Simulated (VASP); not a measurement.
Crystal: Hf2B.

```xyz
3
Lattice="3.5760 0.0000 0.0000 -1.7880 3.0969 0.0000 0.0000 0.0000 3.8611" Properties=species:S:1:pos:R:3 pbc="T T T"
Hf    0.0000    2.0646    1.9306
Hf    1.7880    1.0323    1.9306
B     0.0000    0.0000    0.0000
```

```yaml
Program: VASP 6.6.1
Task: relaxation of cell and atoms
Functional: PBE
Potentials_or_basis: VASP PAW PBE potentials, release 64 (Hf_pv, B)
Cutoff: 600 eV
k_mesh: 6 × 6 × 4
Occupations: gaussian, width 0.1 eV
Spin: no spin polarisation
```

At the start: pressure 76.6 GPa; volume 14.25 Å³/atom.

**Question.** How do energy, volume and symmetry change on relaxing?

**Answer.** Over 12 steps the energy falls by 3215.0 meV/atom and the volume is 16.56 Å³/atom (+16.2 %); space group P6/mmm (No. 191, to 0.05 Å).

The path:
```tsv
step	energy change (eV)	largest force (eV/Å)	pressure (GPa)	volume (Å³)
1	0.0000	0.0000	76.58	42.76
2	-6.0022	0.0000	-18.31	88.55
3	-7.8242	0.0000	-12.38	65.65
4	-9.5181	0.0000	-7.36	54.22
5	-9.5969	0.0000	-5.13	52.53
6	-9.4720	0.0000	3.04	49.14
7	-9.6070	0.0000	-3.67	51.74
8	-9.6061	0.0000	-4.23	52.02
9	-9.6399	0.0000	1.23	49.15
10	-9.6443	0.0000	-0.27	49.85
11	-9.6443	0.0000	-0.36	49.90
12	-9.6449	0.0000	0.11	49.69
```

Final structure:
```cif
data_structure
_symmetry_space_group_name_H-M 'P 1'
_symmetry_Int_Tables_number 1
_cell_length_a 4.5593
_cell_length_b 4.5593
_cell_length_c 2.7601
_cell_angle_alpha 90.000
_cell_angle_beta 90.000
_cell_angle_gamma 120.000
_cell_volume 49.69
loop_
_atom_site_label
_atom_site_type_symbol
_atom_site_fract_x
_atom_site_fract_y
_atom_site_fract_z
_atom_site_occupancy
Hf1 Hf 0.33333 0.66667 0.50000 1
Hf2 Hf 0.66667 0.33333 0.50000 1
B1 B 0.00000 0.00000 0.00000 1
```

Caveat: the k points lie up to 0.57 Å⁻¹ apart in the final cell; the volume moved by over 15 % at a fixed basis, so the end points are rough.
